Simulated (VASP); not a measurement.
Zn2W, 6 atoms in the cell. Symmetry: Fd-3m, No. 227, cubic system. Conventional cell: a = 7.090 Å, b = 7.090 Å, c = 7.090 Å, α = 90.00°, β = 90.00°, γ = 90.00°. Zn (site symmetry -3m) has 6 Zn at 2.51 Å and 6 W at 2.94 Å within 3.3 Å. W (site symmetry -43m) has 12 Zn at 2.94 Å and 4 W at 3.07 Å within 3.9 Å. 

| Quantity | Value |
| --- | --- |
| Program | VASP 6.6.1 |
| Task | single point |
| Functional | PBE |
| Potentials or basis | VASP PAW PBE potentials, release 64 (Zn, W_sv) |
| Cutoff | 520 eV |
| k mesh | 4 × 4 × 4 |
| Occupations | gaussian, width 0.1 eV |
| Spin | no spin polarisation |
| Dipole correction | no |
| Further INCAR settings | ALGO = Normal; EDIFF = 1e-06; NBANDS = 47 |

Potentials or basis: VASP PAW PBE potentials, release 64 (Zn, W_sv).

Run with:

```console
$ cat potpaw_PBE.64/Zn/POTCAR potpaw_PBE.64/W_sv/POTCAR > POTCAR
$ mpirun -np 1 vasp_std > vasp.out
```

Hardware: 1 thread of Oxide Virtual Turin-like Processor, with other jobs on the host.

Task: Estimate the wall time of this run.

Result: Run time: 82 s on 1 thread of Oxide Virtual Turin-like Processor (shared host), peak memory 0.21 GiB. Counts: scf iterations 14, k points 8.
